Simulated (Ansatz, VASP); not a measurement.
**Sb: VASP beside Ansatz**

The input INCAR:

```
SYSTEM = Sb
ALGO = Normal
EDIFF = 1E-6
ENCUT = 520
GGA = PS
ISIF = 2
ISMEAR = 0
LASPH = .True.
LCHARG = .False.
LREAL = .False.
LWAVE = .False.
NBANDS = 12
NELM = 60
PREC = Accurate
SIGMA = 0.15
```

File KPOINTS:

```
k-points
0
Gamma
  12 12 12
  0 0 0
```

File POSCAR:

```
Sb
1.0
    2.0430703154      1.1795671966      3.6504000000
   -2.0430703154      1.1795671966      3.6504000000
    0.0000000000     -2.3591343931      3.6504000000
Sb
2
Direct
    0.2336400000      0.2336400000      0.2336400000
    0.7663600000      0.7663600000      0.7663600000
```

Input for Ansatz:

```yaml
crystal:
  lattice:
    - [2.0430703154, 1.1795671966, 3.6504]
    - [-2.0430703154, 1.1795671966, 3.6504]
    - [0.0, -2.3591343931, 3.6504]
  atoms:
    - { symbol: Sb, position: [0.23364, 0.23364, 0.23364] }
    - { symbol: Sb, position: [0.76636, 0.76636, 0.76636] }
basis:
  ecutwfc: 420
kpoints:
  mp_grid: { grid: [12, 12, 12] }
hamiltonian:
  xc: pbesol
scf:
  occupations: { method: gaussian, width: 0.15 }
output:
  forces: true
  stress: true
  eigenvalues: true
```

Change from the starting cell: strain -0.050 along x and y, -0.025 along z, atoms carried along.

Alike in both runs: task single point; functional PBEsol; k mesh 12 × 12 × 12; occupations gaussian, width 0.15 eV; no spin polarisation.

|  | VASP | Ansatz |
| --- | --- | --- |
| version | VASP 6.6.1 | Ansatz 0.2.0 |
| potentials or method | VASP PAW PBE potentials, release 64 (Sb), cutoff 520 eV | scalar-relativistic, plane waves, PAW |
| valence electrons in the cell | 10 | 30 |

|  | VASP | Ansatz | Ansatz less VASP |
| --- | --- | --- | --- |
| gap on the k mesh at the Fermi level (eV) | none | none | - |
| pressure (GPa) | 11.2 | 10.7 | -0.47 |
| traceless stress, the component that is largest in VASP (GPa) | -1.98 | -1.89 | +0.096 |
| rms of the force components (eV/Å) | 0.635 | 0.575 | -0.0603 |

VASP's potentials were made for PBE, not for PBEsol. Atom by atom the forces differ by 0.060 eV/Å (rms over components). A gap of «none» marks a metal or a gap that the smearing closes. VASP's potentials hold 10 valence electrons a cell and Ansatz's 30, so a difference there can come from the potentials and not from the codes.

Neither program's run includes spin-orbit coupling.
